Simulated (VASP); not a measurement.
# K2SnBr4 (I4/mmm) in VASP: single point with PBEsol

Aim: the single point of K2SnBr4 with PBEsol.

All numbers are computed with VASP 6.6.1; they aren't measurements. Logs are shortened: lines on timing, memory, paths and dates and some standing lists are left out, and cuts for length are marked.

## 1. The cell of the first run

The structure is tetragonal, space group I4/mmm (No. 139). The conventional cell has a = 5.722 Å, b = 5.722 Å, c = 16.604 Å, α = 90.00°, β = 90.00°, γ = 90.00°. K (site symmetry 4mm) has 9 Br at 3.15 to 4.09 Å within 4.1 Å. Within 3.8 Å of Sn (site symmetry 4/mmm) lie 6 Br at 2.86 to 2.89 Å. Within 3.8 Å of Br (site symmetry mmm) lie 2 Sn at 2.86 Å and 4 K at 3.65 Å. Within 3.8 Å of Br (site symmetry 4mm) lie 1 Sn at 2.89 Å and 1 K at 3.15 Å.

## 2. Single point, PBEsol

INCAR reads:

```
SYSTEM = K2SnBr4
PREC = Accurate
ENCUT = 520
EDIFF = 1E-6
ISMEAR = -1
SIGMA = 0.03
LREAL = .False.
LASPH = .True.
NELM = 100
ALGO = Normal
ISIF = 2
LWAVE = .False.
LCHARG = .False.
GGA = PS
NBANDS = 39
```

KPOINTS reads:

```
Automatic mesh
0
Gamma
  6 6 6
  0 0 0
```

POSCAR reads:

```
K2SnBr4
1.0
   -2.8610861087      2.8610861087      8.3019633259
    2.8610861087     -2.8610861087      8.3019633259
    2.8610861087      2.8610861087     -8.3019633259
K Sn Br
2 1 4
Direct
    0.6363917480      0.6363917480      0.0000000000
    0.3636082520      0.3636082520      0.0000000000
    0.0000000000      0.0000000000      0.0000000000
    0.0000000000      0.5000000000      0.5000000000
    0.5000000000      0.0000000000      0.5000000000
    0.8258066824      0.8258066824      0.0000000000
    0.1741933176      0.1741933176      0.0000000000
```

Potentials or basis: VASP PAW PBE potentials, release 64 (K_sv, Sn_d, Br).

The run is started by

```
$ cat potpaw_PBE.64/K_sv/POTCAR potpaw_PBE.64/Sn_d/POTCAR potpaw_PBE.64/Br/POTCAR > POTCAR
$ mpirun -np 1 vasp_std > vasp.out
```

OUTCAR:

```text
SYSTEM = K2SnBr4
   PREC = Accurate
   ENCUT = 520
   EDIFF = 1E-6
   ISMEAR = -1
   LREAL = .False.
   LASPH = .True.
   NELM = 100
   ISIF = 2
   GGA = PS

 ion  position               nearest neighbor table
   1  0.636  0.636  0.000-   6 3.15
   2  0.364  0.364  0.000-   7 3.15
   3  0.000  0.000  0.000-   4 2.86   5 2.86   4 2.86   5 2.86   6 2.89   7 2.89
   4  0.000  0.500  0.500-   3 2.86   3 2.86
   5  0.500  0.000  0.500-   3 2.86   3 2.86
   6  0.826  0.826  0.000-   3 2.89   1 3.15
   7  0.174  0.174  0.000-   3 2.89   2 3.15

  LATTYP: Found a body centered tetragonal cell.
 ALAT       =     5.7221722174
 C/A-ratio  =     2.9016824417

  Lattice vectors:

 A1 = (  -2.8610861087,   2.8610861087,   8.3019633259)
 A2 = (   2.8610861087,  -2.8610861087,   8.3019633259)
 A3 = (   2.8610861087,   2.8610861087,  -8.3019633259)

Analysis of symmetry for initial positions (statically):
=====================================================================
 Subroutine PRICEL returns:
 Original cell was already a primitive cell.

 Routine SETGRP: Setting up the symmetry group for a
 body centered tetragonal supercell.

 Subroutine GETGRP returns: Found 16 space group operations
 (whereof 16 operations were pure point group operations)
 out of a pool of 16 trial point group operations.

The static configuration has the point symmetry D_4h.

Analysis of symmetry for dynamics (positions and initial velocities):
=====================================================================
 Subroutine PRICEL returns:
 Original cell was already a primitive cell.

 Routine SETGRP: Setting up the symmetry group for a
 body centered tetragonal supercell.

 Subroutine GETGRP returns: Found 16 space group operations
 (whereof 16 operations were pure point group operations)
 out of a pool of 16 trial point group operations.

The dynamic configuration has the point symmetry D_4h.

 Subroutine INISYM returns: Found 16 space group operations
 (whereof 16 operations are pure point group operations),
 and found     1 'primitive' translations

----------------------------------------------------------------------------------------

                                     Primitive cell

  volume of cell :     271.8333

  direct lattice vectors                    reciprocal lattice vectors
    -2.861086109  2.861086109  8.301963326     0.000000000  0.174758809  0.060226718
     2.861086109 -2.861086109  8.301963326     0.174758809  0.000000000  0.060226718
     2.861086109  2.861086109 -8.301963326     0.174758809  0.174758809  0.000000000

  length of vectors
     9.235487129  9.235487129  9.235487129     0.184845608  0.184845608  0.247146277

  position of ions in fractional coordinates (direct lattice)
     0.636391748  0.636391748  0.000000000
     0.363608252  0.363608252  0.000000000
     0.000000000  0.000000000  0.000000000
     0.000000000  0.500000000  0.500000000
     0.500000000  0.000000000  0.500000000
     0.825806682  0.825806682  0.000000000
     0.174193318  0.174193318  0.000000000

  ion indices of the primitive-cell ions
   primitive index   ion index
                 1           1
                 2           2
                 3           3
                 4           4
                 5           5
                 6           6
                 7           7

----------------------------------------------------------------------------------------

 KPOINTS: Automatic mesh

Automatic generation of k-mesh.
 Grid dimensions read from file:
 generate k-points for:    6    6    6

 Generating k-lattice:

  Cartesian coordinates                     Fractional coordinates (reciprocal lattice)
     0.000000000  0.029126468  0.010037786     0.166666667 -0.000000000  0.000000000
     0.029126468  0.000000000  0.010037786    -0.000000000  0.166666667  0.000000000
     0.029126468  0.029126468  0.000000000     0.000000000  0.000000000  0.166666667

  Length of vectors
     0.030807601  0.030807601  0.041191046

  Shift w.r.t. Gamma in fractional coordinates (k-lattice)
     0.000000000  0.000000000  0.000000000

 Subroutine IBZKPT returns following result:
 ===========================================

 Found     30 irreducible k-points:

 Following reciprocal coordinates:
            Coordinates               Weight
  0.000000  0.000000  0.000000      1.000000
  0.166667  0.000000 -0.000000      8.000000
  0.333333  0.000000 -0.000000      8.000000
  0.500000  0.000000 -0.000000      4.000000
  0.166667  0.166667 -0.000000      8.000000
  0.333333  0.166667 -0.000000     16.000000
[... 16 lines left out ...]
 -0.333333 -0.333333  0.166667      8.000000
 -0.166667 -0.333333  0.166667      8.000000
 [... further k-points ...]
   k-points           NKPTS =     30   k-points in BZ     NKDIM =     30   number of bands    NBANDS=     39
   number of dos      NEDOS =    301   number of ions     NIONS =      7
   total plane-waves  NPLWV = 343000
   dimension x,y,z NGX =    70 NGY =   70 NGZ =   70
   dimension x,y,z NGXF=   140 NGYF=  140 NGZF=  140
   ions per type =               2   1   4
   NGX,Y,Z   is equivalent  to a cutoff of  12.60, 12.60, 12.60 a.u.
   NGXF,Y,Z  is equivalent  to a cutoff of  25.20, 25.20, 25.20 a.u.
 SYSTEM =  K2SnBr4
   PREC   = accura    normal or accurate (medium, high low for compatibility)
   ISTART =      0    job   : 0-new  1-cont  2-samecut
   ICHARG =      2    charge: 1-file 2-atom 10-const
   ISPIN  =      1    spin polarized calculation?
   LNONCOLLINEAR =      F non collinear calculations
   LSORBIT =      F    spin-orbit coupling
   LASPH  =      T    aspherical Exc in radial PAW
   ENCUT  =  520.0 eV  38.22 Ry    6.18 a.u.  17.17 17.17 17.17*2*pi/ulx,y,z
   NELM   =    100;   NELMIN=  2; NELMDL= -5     # of ELM steps
   EDIFF  = 0.1E-05   stopping-criterion for ELM
   LREAL  =      F    real-space projection
   EDIFFG = 0.1E-04   stopping-criterion for IOM
   NSW    =      0    number of steps for IOM
   IBRION =     -1    ionic relax: 0-MD 1-quasi-New 2-CG
   NFREE  =      0    steps in history (QN), initial steepest desc. (CG)
   ISIF   =      2    stress and relaxation
   ISYM   =      2    0-nonsym 1-usesym 2-fastsym
   POTIM  = 0.5000    time-step for ionic-motion
   TEBEG  =    0.0;   TEEND  =   0.0 temperature during run
   PSTRESS=    0.0 pullay stress
   NELECT =      60.0000    total number of electrons
   NUPDOWN=      -1.0000    fix difference up-down
   EMIN   =  10.00;   EMAX   =-10.00  energy-range for DOS
   EFERMI =   0.00;   METHOD = LEGACY
   ISMEAR =    -1;   SIGMA  =   0.03  broadening in eV -4-tet -1-fermi 0-gaus
   EFERMI_NEDOS =   21; number of points for ismear=-14 and -15
   IALGO  =     38    algorithm
   IMIX   =      4    mixing-type and parameters
     AMIX     =   0.40;   BMIX     =  1.00
     AMIX_MAG =   1.60;   BMIX_MAG =  1.00
  volume/ion in A,a.u.               =      38.83       262.06
  Fermi-wavevector in a.u.,A,eV,Ry     =   0.989368  1.869634 13.318040  0.978848
  Thomas-Fermi vector in A             =   2.120961
   LORBIT       =      0    0 simple, 1 ext, 2 COOP (PROOUT), +10 PAW based schemes
   GGA     = PS    functional components
   LHFCALC =     F    Hartree Fock is set to
   AEXX    =    0.0000 exact exchange contribution
   IVDW    =     0    specifies the selected vdW correction
   LEPSILON=     F    determine dielectric tensor
   LRPA    =     F    only Hartree local field effects (RPA)
 non-spin polarized calculation
  energy-cutoff  :      520.00
  volume of cell :      271.83
 maximum number of plane-waves:      7348
 NGX is ok and might be reduce to    70
   NGX = 35   NGY = 35   NGZ = 35

 number of electron      60.0000001 magnetization

 Free energy of the ion-electron system (eV)
  ---------------------------------------------------
  ext. energy  EPLUGINS =         0.00000000
  ---------------------------------------------------
  free energy    TOTEN  =       -22.77903282 eV

  energy without entropy =      -22.77903281  energy(sigma->0) =      -22.77903281

 E-fermi :   1.5271     XC(G=0):  -7.3580

 val. band max:        1.0528132156   @ k =   0.5000   0.5000  -0.0000
 cond. band min:       1.9932965195   @ k =   0.5000   0.5000  -0.0000
 fundamental gap:      0.9404833039
 Fermi energy:         1.5270524456

 k-point     1 :       0.0000    0.0000    0.0000
  band No.  band energies     occupation
      1     -29.5572      2.00000
      2     -29.5558      2.00000
      3     -20.6323      2.00000
      4     -20.5879      2.00000
      5     -20.5808      2.00000
      6     -20.5589      2.00000
[... 31 lines left out ...]
     38       5.9038      0.00000
     39       6.0842      0.00000

 k-point     2 :       0.1667    0.0000   -0.0000
  band No.  band energies     occupation
      1     -29.5572      2.00000
      2     -29.5558      2.00000
      3     -20.6304      2.00000
      4     -20.5880      2.00000
      5     -20.5800      2.00000
      6     -20.5590      2.00000
[... 31 lines left out ...]
     38       5.9902      0.00000
     39       6.2334      0.00000

 k-point     3 :       0.3333    0.0000   -0.0000
  band No.  band energies     occupation
      1     -29.5570      2.00000
      2     -29.5558      2.00000
      3     -20.6269      2.00000
      4     -20.5881      2.00000
      5     -20.5785      2.00000
      6     -20.5592      2.00000
[... 31 lines left out ...]
     38       6.2371      0.00000
     39       6.4778      0.00000

 k-point     4 :       0.5000    0.0000   -0.0000
  band No.  band energies     occupation
      1     -29.5570      2.00000
      2     -29.5558      2.00000
      3     -20.6252      2.00000
      4     -20.5882      2.00000
      5     -20.5776      2.00000
      6     -20.5593      2.00000
[... 31 lines left out ...]
     38       6.3897      0.00000
     39       6.4294      0.00000
[... 754 lines left out ...]
     38       6.3879      0.00000
     39       6.5194      0.00000

 k-point    23 :      -0.3333   -0.3333    0.1667
  band No.  band energies     occupation
      1     -29.5570      2.00000
      2     -29.5559      2.00000
      3     -20.6285      2.00000
      4     -20.5880      2.00000
      5     -20.5794      2.00000
      6     -20.5590      2.00000
[... 31 lines left out ...]
     38       6.2701      0.00000
     39       6.4549      0.00000

 k-point    24 :      -0.1667   -0.3333    0.1667
  band No.  band energies     occupation
      1     -29.5571      2.00000
      2     -29.5559      2.00000
      3     -20.6304      2.00000
      4     -20.5880      2.00000
      5     -20.5800      2.00000
      6     -20.5590      2.00000
[... 31 lines left out ...]
     38       6.1169      0.00000
     39       6.3577      0.00000

 [... further k-points ...]

------------------------ aborting loop because EDIFF is reached ----------------------------------------

  FORCE on cell =-STRESS in cart. coord.  units (eV):
  Direction    XX          YY          ZZ          XY          YZ          ZX
  --------------------------------------------------------------------------------------
  -------------------------------------------------------------------------------------
  Total        0.0097399      0.0097399      0.0133326      0.0000000      0.0000000      0.0000000
  in kB        0.0574065      0.0574065      0.0785821      0.0000000      0.0000000      0.0000000
  external PRESSURE =       0.0644651 kB  Pullay stress =       0.0000000 kB

 VOLUME and BASIS-vectors are now :
 -----------------------------------------------------------------------------
  energy-cutoff  :      520.00
  volume of cell :      271.83
      direct lattice vectors                 reciprocal lattice vectors
    -2.861086109  2.861086109  8.301963326     0.000000000  0.174758809  0.060226718
     2.861086109 -2.861086109  8.301963326     0.174758809  0.000000000  0.060226718
     2.861086109  2.861086109 -8.301963326     0.174758809  0.174758809  0.000000000

 POSITION                                       TOTAL-FORCE (eV/Angst)
 -----------------------------------------------------------------------------------
      0.00000      0.00000     10.56660         0.000000      0.000000     -0.001604
      0.00000      0.00000      6.03732         0.000000      0.000000      0.001604
      0.00000      0.00000      0.00000         0.000000      0.000000      0.000000
      2.86109      0.00000      0.00000         0.000000      0.000000      0.000000
      0.00000      2.86109      0.00000         0.000000      0.000000      0.000000
      0.00000      0.00000     13.71163        -0.000000     -0.000000      0.006237
      0.00000      0.00000      2.89229        -0.000000     -0.000000     -0.006237
 -----------------------------------------------------------------------------------
    total drift:                                0.000000      0.000000      0.000000

  FREE ENERGIE OF THE ION-ELECTRON SYSTEM (eV)
  ---------------------------------------------------
  free  energy   TOTEN  =       -22.7790328162 eV

  energy  without entropy=      -22.7790328086  energy(sigma->0) =      -22.77903281
```

It took 11 min on 1 thread of Intel Xeon Platinum 8488C (Sapphire Rapids), shared host; peak memory 0.87 GiB.

What came out:

- Free energy: -22.7790 eV
- Pressure: 0.0 GPa
- Largest force: 0.006 eV/Å
- Band gap on the k mesh: 0.94 eV

Forces on the atoms (eV/Å):
```
K    0.000  0.000 -0.002
K    0.000  0.000  0.002
Sn   0.000  0.000  0.000
Br   0.000  0.000  0.000
Br   0.000  0.000  0.000
Br   0.000  0.000  0.006
Br   0.000  0.000 -0.006
```

Caveat: the PAW data sets were made with another functional, which shifts forces and pressure a little; spin-orbit coupling is left out, which moves the levels of the heavy elements. A k mesh can miss the band edges.
